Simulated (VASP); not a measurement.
# ZnO (P6_3mc) in VASP: further runs

Runs on ZnO. Level: r2SCAN. Tasks: single point.

All numbers are computed with VASP 6.6.1; they aren't measurements. Logs are shortened: lines on timing, memory, paths and dates and some standing lists are left out, and cuts for length are marked.

## Step 1: The cell of the first run

It takes space group P6_3mc (No. 186, hexagonal). The conventional cell has a = 3.235 Å, b = 3.235 Å, c = 5.211 Å, α = 90.00°, β = 90.00°, γ = 120.00°. Zn (site symmetry 3m) has 4 O at 1.97 to 1.98 Å within 2.6 Å. O (site symmetry 3m) has 4 Zn at 1.97 to 1.98 Å within 2.6 Å.

## Step 2: Single point, r2SCAN (atoms moved along the polar distortion)

The input, POSCAR:

```
ZnO
1.0
    3.2352635141      0.0000000000      0.0000000000
   -1.6176317571      2.8018203912      0.0000000000
    0.0000000000      0.0000000000      5.2113138462
Zn O
2 2
Direct
    0.3333333333      0.6666666667      0.0011684134
    0.6666666667      0.3333333333      0.5011684134
    0.3333333333      0.6666666667      0.3808315866
    0.6666666667      0.3333333333      0.8808315866
```

The input, INCAR.step1:

```
PREC = Accurate
ENCUT = 520
ISMEAR = 0
SIGMA = 0.01
LREAL = F
LASPH = T
NELM = 100
NBANDS = 26
GGA = PE
ALGO = Normal
EDIFF = 1E-4
LWAVE = T
LCHARG = F
```

The input, INCAR.step2:

```
PREC = Accurate
ENCUT = 520
EDIFF = 1E-6
ISMEAR = 0
SIGMA = 0.01
LREAL = F
LASPH = T
NELM = 100
ALGO = Normal
ISIF = 2
LWAVE = F
LCHARG = F
METAGGA = R2SCAN
LMIXTAU = T
NBANDS = 26
ISTART = 1
```

The input, KPOINTS:

```
regular mesh
0
Gamma
  9 9 6
```

Potentials or basis: VASP PAW PBE potentials, release 64 (Zn, O).

On the command line:

```sh
cat potpaw_PBE.64/Zn/POTCAR potpaw_PBE.64/O/POTCAR > POTCAR
cp INCAR.step1 INCAR
mpirun -np 1 vasp_std > vasp.out
cp INCAR.step2 INCAR
mpirun -np 1 vasp_std > vasp.out
```

OUTCAR:

```text
PREC = Accurate
   ENCUT = 520
   EDIFF = 1E-6
   ISMEAR = 0
   LREAL = F
   LASPH = T
   NELM = 100
   ISIF = 2
   METAGGA = R2SCAN
   ISTART = 1

 ion  position               nearest neighbor table
   1  0.333  0.667  0.001-   4 1.97   4 1.97   4 1.97   3 1.98
   2  0.667  0.333  0.501-   3 1.97   3 1.97   3 1.97   4 1.98
   3  0.333  0.667  0.381-   2 1.97   2 1.97   2 1.97   1 1.98
   4  0.667  0.333  0.881-   1 1.97   1 1.97   1 1.97   2 1.98

  LATTYP: Found a hexagonal cell.
 ALAT       =     3.2352635141
 C/A-ratio  =     1.6107849711

  Lattice vectors:

 A1 = (   3.2352635141,   0.0000000000,   0.0000000000)
 A2 = (  -1.6176317571,   2.8018203912,   0.0000000000)
 A3 = (   0.0000000000,   0.0000000000,   5.2113138462)

Analysis of symmetry for initial positions (statically):
=====================================================================
 Subroutine PRICEL returns:
 Original cell was already a primitive cell.

 Routine SETGRP: Setting up the symmetry group for a
 hexagonal supercell.

 Subroutine GETGRP returns: Found 12 space group operations
 (whereof  6 operations were pure point group operations)
 out of a pool of 24 trial point group operations.

The static configuration has the point symmetry C_3v.
 The point group associated with its full space group is C_6v.

Analysis of symmetry for dynamics (positions and initial velocities):
=====================================================================
 Subroutine PRICEL returns:
 Original cell was already a primitive cell.

 Routine SETGRP: Setting up the symmetry group for a
 hexagonal supercell.

 Subroutine GETGRP returns: Found 12 space group operations
 (whereof  6 operations were pure point group operations)
 out of a pool of 24 trial point group operations.

The dynamic configuration has the point symmetry C_3v.
 The point group associated with its full space group is C_6v.

 Subroutine INISYM returns: Found 12 space group operations
 (whereof  6 operations are pure point group operations),
 and found     1 'primitive' translations

----------------------------------------------------------------------------------------

                                     Primitive cell

  volume of cell :      47.2386

  direct lattice vectors                    reciprocal lattice vectors
     3.235263514  0.000000000  0.000000000     0.309093833  0.178455408  0.000000000
    -1.617631757  2.801820391  0.000000000     0.000000000  0.356910815  0.000000000
     0.000000000  0.000000000  5.211313846     0.000000000  0.000000000  0.191890189

  length of vectors
     3.235263514  3.235263514  5.211313846     0.356910815  0.356910815  0.191890189

  position of ions in fractional coordinates (direct lattice)
     0.333333333  0.666666667  0.001168413
     0.666666667  0.333333333  0.501168413
     0.333333333  0.666666667  0.380831587
     0.666666667  0.333333333  0.880831587

  ion indices of the primitive-cell ions
   primitive index   ion index
                 1           1
                 2           2
                 3           3
                 4           4

----------------------------------------------------------------------------------------

 KPOINTS: regular mesh

Automatic generation of k-mesh.
 Grid dimensions read from file:
 generate k-points for:    9    9    6

 Generating k-lattice:

  Cartesian coordinates                     Fractional coordinates (reciprocal lattice)
     0.034343759  0.019828379  0.000000000     0.111111111  0.000000000  0.000000000
     0.000000000  0.039656757  0.000000000     0.000000000  0.111111111  0.000000000
     0.000000000  0.000000000  0.031981698     0.000000000  0.000000000  0.166666667

  Length of vectors
     0.039656757  0.039656757  0.031981698

  Shift w.r.t. Gamma in fractional coordinates (k-lattice)
     0.000000000  0.000000000  0.000000000

 Subroutine IBZKPT returns following result:
 ===========================================

 Found     48 irreducible k-points:

 Following reciprocal coordinates:
            Coordinates               Weight
  0.000000  0.000000  0.000000      1.000000
  0.111111  0.000000  0.000000      6.000000
  0.222222  0.000000  0.000000      6.000000
  0.333333  0.000000  0.000000      6.000000
  0.444444  0.000000  0.000000      6.000000
  0.111111  0.111111  0.000000      6.000000
[... 16 lines left out ...]
  0.333333  0.222222  0.166667     24.000000
  0.333333  0.333333  0.166667      4.000000
 [... further k-points ...]
   k-points           NKPTS =     48   k-points in BZ     NKDIM =     48   number of bands    NBANDS=     26
   number of dos      NEDOS =    301   number of ions     NIONS =      4
   total plane-waves  NPLWV =  23040
   dimension x,y,z NGX =    24 NGY =   24 NGZ =   40
   dimension x,y,z NGXF=    48 NGYF=   48 NGZF=   80
   ions per type =               2   2
   NGX,Y,Z   is equivalent  to a cutoff of  12.33, 12.33, 12.76 a.u.
   NGXF,Y,Z  is equivalent  to a cutoff of  24.67, 24.67, 25.52 a.u.
 SYSTEM =  unknown system
   PREC   = accura    normal or accurate (medium, high low for compatibility)
   ISTART =      1    job   : 0-new  1-cont  2-samecut
   ICHARG =      0    charge: 1-file 2-atom 10-const
   ISPIN  =      1    spin polarized calculation?
   LNONCOLLINEAR =      F non collinear calculations
   LSORBIT =      F    spin-orbit coupling
   LASPH  =      T    aspherical Exc in radial PAW
   ENCUT  =  520.0 eV  38.22 Ry    6.18 a.u.   6.02  6.02  9.69*2*pi/ulx,y,z
   NELM   =    100;   NELMIN=  2; NELMDL=  0     # of ELM steps
   EDIFF  = 0.1E-05   stopping-criterion for ELM
   LREAL  =      F    real-space projection
   EDIFFG = 0.1E-04   stopping-criterion for IOM
   NSW    =      0    number of steps for IOM
   IBRION =     -1    ionic relax: 0-MD 1-quasi-New 2-CG
   NFREE  =      0    steps in history (QN), initial steepest desc. (CG)
   ISIF   =      2    stress and relaxation
   ISYM   =      2    0-nonsym 1-usesym 2-fastsym
   POTIM  = 0.5000    time-step for ionic-motion
   TEBEG  =    0.0;   TEEND  =   0.0 temperature during run
   PSTRESS=    0.0 pullay stress
   NELECT =      36.0000    total number of electrons
   NUPDOWN=      -1.0000    fix difference up-down
   EMIN   =  10.00;   EMAX   =-10.00  energy-range for DOS
   EFERMI =   0.00;   METHOD = LEGACY
   ISMEAR =     0;   SIGMA  =   0.01  broadening in eV -4-tet -1-fermi 0-gaus
   EFERMI_NEDOS =   21; number of points for ismear=-14 and -15
   IALGO  =     38    algorithm
   IMIX   =      4    mixing-type and parameters
     AMIX     =   0.40;   BMIX     =  1.00
     AMIX_MAG =   1.60;   BMIX_MAG =  1.00
  volume/ion in A,a.u.               =      11.81        79.70
  Fermi-wavevector in a.u.,A,eV,Ry     =   1.495351  2.825804 30.423660  2.236076
  Thomas-Fermi vector in A             =   2.607507
   LORBIT       =      0    0 simple, 1 ext, 2 COOP (PROOUT), +10 PAW based schemes
   METAGGA = R2SCAN    functional components
   LHFCALC =     F    Hartree Fock is set to
   AEXX    =    0.0000 exact exchange contribution
   IVDW    =     0    specifies the selected vdW correction
   LEPSILON=     F    determine dielectric tensor
   LRPA    =     F    only Hartree local field effects (RPA)
 non-spin polarized calculation
 Gauss-broadening in eV      SIGMA  =   0.01
  energy-cutoff  :      520.00
  volume of cell :       47.24
 maximum number of plane-waves:      1290
   NGX = 13   NGY = 13   NGZ = 19

 number of electron      36.0000021 magnetization

 Free energy of the ion-electron system (eV)
  ---------------------------------------------------
  ext. energy  EPLUGINS =         0.00000000
  ---------------------------------------------------
  free energy    TOTEN  =       -36.31671015 eV

  energy without entropy =      -36.31671015  energy(sigma->0) =      -36.31671015

 E-fermi :   1.0279     XC(G=0): -11.7062

 val. band max:        0.9187276161   @ k =   0.0000   0.0000   0.0000
 cond. band min:       2.1534150381   @ k =   0.0000   0.0000   0.0000
 fundamental gap:      1.2346874221
 Fermi energy:         1.0279003388

 k-point     1 :       0.0000    0.0000    0.0000
  band No.  band energies     occupation
      1     -18.2268      2.00000
      2     -17.5307      2.00000
      3      -4.9397      2.00000
      4      -4.9397      2.00000
      5      -4.8825      2.00000
      6      -4.8359      2.00000
[... 18 lines left out ...]
     25      16.0372      0.00000
     26      16.0374      0.00000

 k-point     2 :       0.1111    0.0000    0.0000
  band No.  band energies     occupation
      1     -18.1616      2.00000
      2     -17.5018      2.00000
      3      -5.0130      2.00000
      4      -4.8986      2.00000
      5      -4.8410      2.00000
      6      -4.7717      2.00000
[... 18 lines left out ...]
     25      16.0293      0.00000
     26      16.1910      0.00000

 k-point     3 :       0.2222    0.0000    0.0000
  band No.  band energies     occupation
      1     -17.9875      2.00000
      2     -17.4325      2.00000
      3      -5.1545      2.00000
      4      -4.8288      2.00000
      5      -4.8009      2.00000
      6      -4.6850      2.00000
[... 18 lines left out ...]
     25      15.1497      0.00000
     26      16.1184      0.00000

 k-point     4 :       0.3333    0.0000    0.0000
  band No.  band energies     occupation
      1     -17.7669      2.00000
      2     -17.3681      2.00000
      3      -5.2278      2.00000
      4      -4.8707      2.00000
      5      -4.7086      2.00000
      6      -4.5024      2.00000
[... 18 lines left out ...]
     25      15.1874      0.00000
     26      15.9622      0.00000
[... 496 lines left out ...]
      1     -17.6378      2.00000
      2     -17.3687      2.00000
      3      -5.0457      2.00000
      4      -4.9793      2.00000
      5      -4.6201      2.00000
      6      -4.5573      2.00000
[... 18 lines left out ...]
     25      13.5728      0.00000
     26      16.9110      0.00000

 k-point    23 :       0.3333    0.2222    0.1667
  band No.  band energies     occupation
      1     -17.4962      2.00000
      2     -17.3634      2.00000
      3      -4.9993      2.00000
      4      -4.7855      2.00000
      5      -4.6205      2.00000
      6      -4.4403      2.00000
[... 18 lines left out ...]
     25      14.3601      0.00000
     26      16.0161      0.00000

 k-point    24 :       0.3333    0.3333    0.1667
  band No.  band energies     occupation
      1     -17.4047      2.00000
      2     -17.4047      2.00000
      3      -4.9358      2.00000
      4      -4.6498      2.00000
      5      -4.6498      2.00000
      6      -4.3152      2.00000
[... 18 lines left out ...]
     25      15.0116      0.00000
     26      16.2756      0.00000

 [... further k-points ...]

------------------------ aborting loop because EDIFF is reached ----------------------------------------

  FORCE on cell =-STRESS in cart. coord.  units (eV):
  Direction    XX          YY          ZZ          XY          YZ          ZX
  --------------------------------------------------------------------------------------
  -------------------------------------------------------------------------------------
  Total        0.2802735      0.2802735      0.3005934     -0.0000000     -0.0000000      0.0000000
  in kB        9.5059465      9.5059465     10.1951305     -0.0000000     -0.0000000      0.0000000
  external PRESSURE =       9.7356745 kB  Pullay stress =       0.0000000 kB

 VOLUME and BASIS-vectors are now :
 -----------------------------------------------------------------------------
  energy-cutoff  :      520.00
  volume of cell :       47.24
      direct lattice vectors                 reciprocal lattice vectors
     3.235263514  0.000000000  0.000000000     0.309093833  0.178455408  0.000000000
    -1.617631757  2.801820391  0.000000000     0.000000000  0.356910815  0.000000000
     0.000000000  0.000000000  5.211313846     0.000000000  0.000000000  0.191890189

 POSITION                                       TOTAL-FORCE (eV/Angst)
 -----------------------------------------------------------------------------------
     -0.00000      1.86788      0.00609         0.000000     -0.000000     -0.010766
      1.61763      0.93394      2.61175        -0.000000      0.000000     -0.010766
     -0.00000      1.86788      1.98463         0.000000      0.000000      0.010766
      1.61763      0.93394      4.59029         0.000000     -0.000000      0.010766
 -----------------------------------------------------------------------------------
    total drift:                                0.000000      0.000000     -0.090922

  FREE ENERGIE OF THE ION-ELECTRON SYSTEM (eV)
  ---------------------------------------------------
  free  energy   TOTEN  =       -36.3167101502 eV

  energy  without entropy=      -36.3167101502  energy(sigma->0) =      -36.31671015
```

Wall time 4.6 min (1 thread of Intel Xeon 8259CL, shared host); peak memory 0.2 GiB.

What came out:

```
Free energy            : -36.3167 eV
Pressure               : 1.0 GPa
Largest force          : 0.011 eV/Å
Band gap on the k mesh : 1.23 eV
```

Forces in eV/Å, atoms in the order of the input:
```
Zn   0.000  0.000 -0.011
Zn   0.000  0.000 -0.011
O    0.000  0.000  0.011
O    0.000  0.000  0.011
```

Levels at points of the mesh, in eV from the valence-band top:
```csv
k point,band 15,band 16,band 17,band 18,band 19,band 20,band 21,band 22
"(0.00, 0.00, 0.00)",-0.82,-0.10,0.00,0.00,1.23,5.87,8.83,13.73
"(0.00, 0.00, 0.50)",-0.40,-0.40,-0.40,-0.40,3.94,3.94,10.83,10.83
```

Caveat: the cell differs from its parent crystal (atoms moved along the polar distortion); the PAW data sets were made with another functional, which shifts forces and pressure a little.

## Step 3: Single point, r2SCAN (atoms moved along the polar distortion)

The input, POSCAR:

```
ZnO
1.0
    3.2352635141      0.0000000000      0.0000000000
   -1.6176317571      2.8018203912      0.0000000000
    0.0000000000      0.0000000000      5.2113138462
Zn O
2 2
Direct
    0.3333333333      0.6666666667     -0.0078568486
    0.6666666667      0.3333333333      0.4921431514
    0.3333333333      0.6666666667      0.3898568486
    0.6666666667      0.3333333333      0.8898568486
```

The input, INCAR.step1:

```
SYSTEM = ZnO
PREC = Accurate
ENCUT = 520
ISMEAR = 0
SIGMA = 0.01
LREAL = .FALSE.
LASPH = .TRUE.
NELM = 100
NBANDS = 26
GGA = PE
ALGO = Normal
EDIFF = 1E-4
LWAVE = .TRUE.
LCHARG = .FALSE.
```

The input, INCAR.step2:

```
SYSTEM = ZnO
PREC = Accurate
ENCUT = 520
EDIFF = 1E-6
ISMEAR = 0
SIGMA = 0.01
LREAL = .FALSE.
LASPH = .TRUE.
NELM = 100
ALGO = Normal
ISIF = 2
LWAVE = .FALSE.
LCHARG = .FALSE.
METAGGA = R2SCAN
LMIXTAU = .TRUE.
NBANDS = 26
ISTART = 1
```

The input, KPOINTS:

```
Automatic mesh
0
G
  9 9 6
  0 0 0
```

Potentials or basis: VASP PAW PBE potentials, release 64 (Zn, O).

On the command line:

```sh
cat potpaw_PBE.64/Zn/POTCAR potpaw_PBE.64/O/POTCAR > POTCAR
cp INCAR.step1 INCAR
mpirun -np 1 vasp_std > vasp.out
cp INCAR.step2 INCAR
mpirun -np 1 vasp_std > vasp.out
```

Run time: 4.8 min. Hardware: 1 thread of Intel Xeon 8259CL, shared host; peak memory 0.2 GiB.

It converged, with:

- Free energy: -36.2659 eV
- Pressure: 1.6 GPa
- Largest force: 0.491 eV/Å
- Band gap on the k mesh: 1.23 eV

Forces in eV/Å, atoms in the order of the input:
```
Zn   0.000  0.000  0.491
Zn   0.000  0.000  0.491
O    0.000  0.000 -0.491
O    0.000  0.000 -0.491
```

Stress tensor (GPa, compression positive):
```
 4.07  0.00  0.00
 0.00  4.07  0.00
 0.00  0.00 -3.44
```

Levels at points of the mesh, in eV from the valence-band top:
| k point | band 15 | band 16 | band 17 | band 18 | band 19 | band 20 | band 21 | band 22 |
| --- | --- | --- | --- | --- | --- | --- | --- | --- |
| (0.00, 0.00, 0.00) | -0.67 | -0.29 | 0.00 | 0.00 | 1.23 | 5.75 | 8.73 | 13.66 |
| (0.00, 0.00, 0.50) | -0.33 | -0.33 | -0.33 | -0.33 | 3.90 | 3.90 | 10.66 | 10.66 |

Caveat: the cell differs from its parent crystal (atoms moved along the polar distortion); the stress differs along the axes, from -3 to 4 GPa; the PAW data sets were made with another functional, which shifts forces and pressure a little.

[end of part 1 of 2]
